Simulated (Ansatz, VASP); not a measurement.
**InP: VASP beside Ansatz**

```
In P
1.0
     0.08565    2.89783    2.89783
     2.89783    0.08565    2.89783
     2.89783    2.89783    0.08565
In P
1 1
Direct
  0.00000 0.00000 0.00000
  0.50000 0.50000 0.50000
```

Change from the starting cell: equal xy, yz and zx shear strains of +3 %.

Alike in both runs: task single point; functional PBE; k mesh 11 × 11 × 11; occupations fermi-dirac, width 0.03 eV; no spin polarisation.

```csv
,VASP,Ansatz
version,VASP 6.6.1,Ansatz 0.2.0
potentials or method,"VASP PAW PBE potentials, release 64 (In_d, P), cutoff 520 eV","all-electron LAPW, scalar-relativistic"
```

```csv
,VASP,Ansatz,Ansatz less VASP
pressure (GPa),-5.3,-5.3,+0.05
"traceless stress, the component that is largest in VASP (GPa)",-0.93,-0.93,+0.001
```

Ansatz ran all-electron here, and VASP with PAW potentials.
